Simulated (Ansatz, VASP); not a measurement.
**One calculation of CdSe, two programs**

```
CELL_PARAMETERS angstrom
7.61659 0.00000 0.00000
0.00000 7.61659 0.00000
0.00000 0.00000 7.61659
ATOMIC_POSITIONS crystal
Cd 0.50000 0.00000 0.75000
Cd 0.75000 0.50000 0.00000
Cd 0.00000 0.75000 0.50000
Cd 0.50000 0.00000 0.25000
Cd 0.25000 0.50000 0.00000
Cd 0.00000 0.25000 0.50000
Se 0.00000 0.50000 0.75000
Se 0.75000 0.00000 0.50000
Se 0.50000 0.75000 0.00000
Se 0.00000 0.50000 0.25000
Se 0.25000 0.00000 0.50000
Se 0.50000 0.25000 0.00000
```

Alike in both runs: task single point; functional r2SCAN; k mesh 4 × 4 × 4; occupations gaussian, width 0.02 eV; no spin polarisation.

|  | VASP | Ansatz |
| --- | --- | --- |
| version | VASP 6.6.1 | Ansatz 0.2.0 |
| potentials or method | VASP PAW PBE potentials, release 64 (Cd, Se), cutoff 520 eV | scalar-relativistic, plane waves, PAW |
| valence electrons in the cell | 108 | 216 |

|  | VASP | Ansatz | Ansatz less VASP |
| --- | --- | --- | --- |
| gap on the k mesh at the Fermi level (eV) | 1.12 | 1.14 | +0.015 |
| least direct gap on the mesh (eV) | 1.12 | 1.14 | +0.015 |
| pressure (GPa) | -0.9 | -1.0 | -0.18 |

VASP's potentials were made for PBE, not for r2SCAN. VASP's potentials hold 108 valence electrons a cell and Ansatz's 216, so a difference there can come from the potentials and not from the codes. Ansatz's warnings: k point list ram cut, xc potential rough in thin density.
